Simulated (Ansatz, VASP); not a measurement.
Two plane-wave programs on Os

Contents of INCAR:

```
PREC     = Accurate       # precision mode
ENCUT    = 520            # plane-wave cutoff, eV
EDIFF    = 1E-8           # SCF threshold, eV
ISMEAR   = -1             # smearing method
SIGMA    = 0.05           # smearing width, eV
LREAL    = F              # projectors in reciprocal space
LASPH    = T              # aspherical terms in the spheres
NELM     = 60             # most SCF steps
ALGO     = Normal         # electronic algorithm
ISIF     = 2              # what is computed and relaxed
LWAVE    = F              # write WAVECAR
LCHARG   = F              # write CHGCAR
GGA      = PE             # functional
LEFG     = T            
NBANDS   = 10             # bands
```

The input KPOINTS:

```
Automatic mesh
0
Gamma
  14 14 14
```

Contents of POSCAR:

```
Os
1.0
    0.0000000000      1.9450000000      1.9450000000
    1.9450000000      0.0000000000      1.9450000000
    1.9450000000      1.9450000000      0.0000000000
Os
1
Direct
    0.0000000000      0.0000000000      0.0000000000
```

Input for Ansatz:

```yaml
crystal:
  lattice:
    - [0.0, 1.945, 1.945]
    - [1.945, 0.0, 1.945]
    - [1.945, 1.945, 0.0]
  atoms:
    - { symbol: Os, position: [0.0, 0.0, 0.0] }
kpoints:
  mp_grid: { grid: [14, 14, 14] }
  band_path:
    path:
      - [0.0, 0.0, 0.0]
      - [0.5, 0.0, 0.5]
      - [0.625, 0.25, 0.625]
      - [0.375, 0.375, 0.75]
      - [0.0, 0.0, 0.0]
      - [0.5, 0.5, 0.5]
      - [0.5, 0.25, 0.75]
      - [0.5, 0.0, 0.5]
    npoints: 8
scf:
  occupations: { method: fermi_dirac, width: 0.05 }
hamiltonian:
  xc: pbe
  pseudopotentials: { kind: paw }
output:
  forces: true
  stress: true
  eigenvalues: true
  efg: { contact_densities: true }
  populations: true
  bader: true
  dos: { projected: true, de: 0.2, e_range: [-14, 8] }
```

Alike in both runs: task electric field gradients; functional PBE; k mesh 14 × 14 × 14; occupations fermi-dirac, width 0.05 eV; no spin polarisation.

|  | VASP | Ansatz |
| --- | --- | --- |
| version | VASP 6.6.1 | Ansatz 0.2.0 |
| potentials or method | VASP PAW PBE potentials, release 64 (Os) | PAW with Ansatz's default frozen-core files, scalar-relativistic |
| plane-wave cutoff (eV) | 520 | 420 |
| valence electrons in the cell | 8 | 16 |

```tsv
	VASP	Ansatz	Ansatz less VASP
pressure (GPa)	-9.7	-9.4	+0.28
```

The functional is the same, so the differences come from potentials, cutoffs and numerics. VASP's potentials hold 8 valence electrons a cell and Ansatz's 16, so a difference there can come from the potentials and not from the codes.

Spin-orbit coupling is off throughout.
